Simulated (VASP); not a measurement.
# Sn (I4_1/amd) in VASP: settings compared, part 2 of 2

VASP 6.6.1.

**4. Relaxation of cell and atoms, PBE+D4**

This run uses another cell than the first one, of 27.65 Å³/atom.

The input, INCAR:

```
SYSTEM = Sn
  PREC = Accurate
  ENCUT = 600
  EDIFF = 1E-7
  ISMEAR = -1
  SIGMA = 0.05
  LREAL = .FALSE.
  LASPH = .TRUE.
  NELM = 80
  ALGO = Normal
  ISIF = 3
  LWAVE = .FALSE.
  LCHARG = .FALSE.
  GGA = PE
  IVDW = 13
  IBRION = 2
  NSW = 80
  EDIFFG = -0.02
```

The input, KPOINTS:

```
Automatic mesh
0
G
  9 9 9
  0 0 0
```

The input, POSCAR:

```
Sn
1.0
   -2.9401404553      2.9401404553      1.5993019889
    2.9401404553     -2.9401404553      1.5993019889
    2.9401404553      2.9401404553     -1.5993019889
Sn
2
Direct
    0.0000000000      0.0000000000      0.0000000000
    0.7500000000      0.2500000000      0.5000000000
```

Potentials or basis: VASP PAW PBE potentials, release 64 (Sn_d).

Launch:

```
$ cat potpaw_PBE.64/Sn_d/POTCAR > POTCAR
$ mpirun -np 1 vasp_std > vasp.out
```

OUTCAR:

```text
SYSTEM = Sn
   PREC = Accurate
   ENCUT = 600
   EDIFF = 1E-7
   ISMEAR = -1
   LREAL = .FALSE.
   LASPH = .TRUE.
   NELM = 80
   ISIF = 3
   GGA = PE
   IVDW = 13
   IBRION = 2
   NSW = 80
   EDIFFG = -0.02

 ion  position               nearest neighbor table
   1  0.000  0.000  0.000-   2 3.05   2 3.05   2 3.05   2 3.05
   2  0.750  0.250  0.500-   1 3.05   1 3.05   1 3.05   1 3.05

  LATTYP: Found a body centered tetragonal cell.
 ALAT       =     5.8802809106
 C/A-ratio  =     0.5439542815

  Lattice vectors:

 A1 = (  -2.9401404553,   2.9401404553,   1.5993019889)
 A2 = (   2.9401404553,  -2.9401404553,   1.5993019889)
 A3 = (   2.9401404553,   2.9401404553,  -1.5993019889)

Analysis of symmetry for initial positions (statically):
=====================================================================
 Subroutine PRICEL returns:
 Original cell was already a primitive cell.

[... 176 lines left out ...]

  Edisp (eV):   -0.83931
[... 111 lines left out ...]
--------------------------------------- Ionic step        4  -------------------------------------------

 number of electron      27.9999998 magnetization

 Free energy of the ion-electron system (eV)
  ---------------------------------------------------
  ext. energy  EPLUGINS =         0.00000000
  ---------------------------------------------------
  free energy    TOTEN  =        -7.59053320 eV

  energy without entropy =       -7.58271912  energy(sigma->0) =       -7.58662616

 E-fermi :   7.9749     XC(G=0): -10.2985

 val. band max:        7.9464531534   @ k =   0.4444   0.3333   0.0000
 cond. band min:       7.9840284747   @ k =  -0.2222   0.4444   0.2222
 fundamental gap:      0.0375753213
 Fermi energy:         7.9749459850

 k-point     1 :       0.0000    0.0000    0.0000
  band No.  band energies     occupation
      1     -13.6953      2.00000
      2     -13.6202      2.00000
      3     -13.5707      2.00000
      4     -13.5662      2.00000
      5     -13.4100      2.00000
      6     -13.4100      2.00000
[... 481 lines left out ...]
      5     -13.4412      2.00000
      6     -13.4344      2.00000
[... 10 lines left out ...]
     17      11.8972      0.00000
     18      12.7539      0.00000

 [... further k-points ...]

------------------------ aborting loop because EDIFF is reached ----------------------------------------

  DFT-D4 for vdW energy calculation

  Edisp (eV):   -0.85301
[... 25 lines left out ...]
  FREE ENERGIE OF THE ION-ELECTRON SYSTEM (eV)
  ---------------------------------------------------
  free  energy   TOTEN  =        -8.4435445329 eV

  energy  without entropy=       -8.4357304456  energy(sigma->0) =       -8.43963749

 reached required accuracy - stopping structural energy minimisation
```

OSZICAR:

```text
N       E                     dE             d eps       ncg     rms          rms(c)
DAV:   1     0.208502523232E+03    0.20850E+03   -0.16227E+04  2702   0.262E+03
DAV:   2     0.110638842957E+02   -0.19744E+03   -0.19529E+03  2702   0.471E+02
DAV:   3    -0.706010114906E+01   -0.18124E+02   -0.17893E+02  3170   0.143E+02
[... 32 lines left out ...]
DAV:   2    -0.759079918716E+01    0.49871E-03   -0.10924E-03  3118   0.588E-01    0.845E-02
DAV:   3    -0.759052733045E+01    0.27186E-03   -0.60140E-04  3696   0.383E-01    0.111E-02
DAV:   4    -0.759053392115E+01   -0.65907E-05   -0.10176E-04  2826   0.130E-01    0.636E-03
DAV:   5    -0.759053319304E+01    0.72811E-06   -0.35014E-06  3524   0.291E-02    0.196E-03
DAV:   6    -0.759053320322E+01   -0.10178E-07   -0.15515E-07  1778   0.679E-03
   4 F= -.84435445E+01 E0= -.84396375E+01  d E =-.878984E-04
```

It took 3 min on 1 thread of Intel Xeon Platinum 8259CL at 2.50GHz (Skylake/Cascade Lake), shared host; peak memory 0.26 GiB.

What came out:

| Property | Result |
| --- | --- |
| Free energy | -8.4435 eV |
| Relaxed volume | 27.18 Å³/atom |
| Relaxed cell | a = 4.434 Å, b = 4.434 Å, c = 4.434 Å, α = 97.34°, β = 97.34°, γ = 138.11° |
| Space group after relaxing (to 0.1 Å) | I4_1/amd (No. 141) |
| Energy gained by relaxing | 1.5 meV/atom |
| Ionic steps | 4 |
| Pressure after relaxing | 0.0 GPa |
| Band gap on the k mesh | zero (bands 14 and 15 overlap by 4.02 eV) |
| Dispersion energy per atom | -0.427 eV |

The path:
| step | energy change (eV) | largest force (eV/Å) | pressure (GPa) | volume (Å³) |
| --- | --- | --- | --- | --- |
| 1 | 0.0000 | 0.0000 | -0.90 | 55.30 |
| 2 | -0.0026 | 0.0000 | 0.30 | 54.06 |
| 3 | -0.0028 | 0.0000 | 0.02 | 54.34 |
| 4 | -0.0029 | 0.0000 | 0.02 | 54.35 |

Final structure:
```yaml
crystal:
  lattice:
    - [-2.92793, 2.92793, 1.58501]
    - [2.92793, -2.92793, 1.58501]
    - [2.92793, 2.92793, -1.58501]
  atoms:
    - { symbol: Sn, position: [0.00000, 0.00000, 0.00000] }
    - { symbol: Sn, position: [0.75000, 0.25000, 0.50000] }
```

Caveat: spin-orbit coupling is left out, which moves the levels of the heavy elements.

**5. Summary**

| task | level | cell | cutoff (eV) | smearing | gap on the mesh (eV) | pressure (GPa) |
| --- | --- | --- | --- | --- | --- | --- |
| single point | PBE+D4 | a = 4.434 Å, angles 97.3, 97.3, 138.1°, 2 atoms | 520 | fermi-dirac 0.05 eV | none | -0.1 |
| single point | PBE | a = 4.455 Å, angles 97.4, 97.4, 137.9°, 2 atoms | 520 | gaussian 0.019 eV | none | 1.4 |
| relaxation of cell and atoms | PBE+D4 | relaxed from a = 4.455 Å, angles 97.4, 97.4, 137.9°, 2 atoms | 600 | fermi-dirac 0.05 eV | none | 0.0 |

Alike in all rows: potentials or basis VASP PAW PBE potentials, release 64 (Sn_d); no spin polarisation; k mesh 9 × 9 × 9.

Caveats: spin-orbit coupling is left out, which moves the levels of the heavy elements.

Total energies depend on the potentials used, so only differences within one code and one set of settings carry meaning.
